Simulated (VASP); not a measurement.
Here is a VASP 6.6.1 calculation.

File INCAR:

```
PREC = Accurate ; ENCUT = 520
EDIFF = 1E-6 ; ISMEAR = 0
SIGMA = 0.02 ; LREAL = Auto
LASPH = True ; NELM = 150
ALGO = Normal ; ISIF = 2
LWAVE = False ; LCHARG = False
ISPIN = 2 ; MAGMOM = 0 0 0 0 0 0 0 0 0 0 0 0 0 0 0 0 2.5
LORBIT = 11 ; LMAXMIX = 4
GGA = PS ; NBANDS = 54
```

The input KPOINTS:

```
regular mesh
0
Gamma
  2 2 2
```

Contents of POSCAR:

```
FeSi16
1.0
    0.0000000000      5.4300000000      5.4300000000
    5.4300000000      0.0000000000      5.4300000000
    5.4300000000      5.4300000000      0.0000000000
Si Fe
16 1
Direct
   -0.0022679312      0.0014360378      0.0013787231
    0.1250235955      0.1249252407      0.1249748921
    0.0018448896     -0.0040703637      0.5018525312
    0.1261167616      0.1225147242      0.6261157103
    0.0017634088      0.5018073513     -0.0038569214
    0.1261545143      0.6261466276      0.1225321743
   -0.0007924653      0.4992433102      0.4992147983
    0.1233619996      0.6231392797      0.6233197742
    0.5006022327      0.0006454007      0.0006105095
    0.6247918739      0.1247594253      0.1247860227
    0.5013727311      0.0014438759      0.4977275754
    0.6249781406      0.1249122327      0.6250273417
    0.5014057935      0.4977069790      0.0014196546
    0.6249302153      0.6250421005      0.1249191636
    0.4961920113      0.5017880984      0.5017537051
    0.6225354290      0.6261556869      0.6261622323
    0.8735624997      0.3732414929      0.3735041131
```

Potentials or basis: VASP PAW PBE potentials, release 64 (Si, Fe).

Run with:

```sh
$ cat potpaw_PBE.64/Si/POTCAR potpaw_PBE.64/Fe/POTCAR > POTCAR
$ mpirun -np 1 vasp_std > vasp.out
```

Q: Predict the site moments.

A: Si +0.01, +0.03, -0.01, +0.00 (each value once); Fe +0.96 μB.

Q: Estimate the largest force.

A: 0.182 eV/Å.

Q: What does it give for the pressure?

A: -0.3 GPa.

Forces on the atoms (eV/Å):
```
Si   0.036 -0.048 -0.047
Si   0.181  0.001 -0.001
Si  -0.027  0.024 -0.027
Si  -0.014 -0.160 -0.014
Si  -0.027 -0.028  0.026
Si  -0.014 -0.014 -0.160
Si   0.060  0.060  0.060
Si  -0.019 -0.016 -0.018
Si   0.042  0.042  0.042
Si   0.004  0.004  0.004
Si  -0.047 -0.048  0.036
Si  -0.002  0.002  0.181
Si  -0.048  0.036 -0.048
Si   0.000  0.180  0.001
Si   0.026 -0.028 -0.028
Si  -0.160 -0.014 -0.014
Fe   0.008  0.006  0.008
```

Caveat: the k points lie up to 0.50 Å⁻¹ apart; the PAW data sets were made with another functional, which shifts forces and pressure a little.
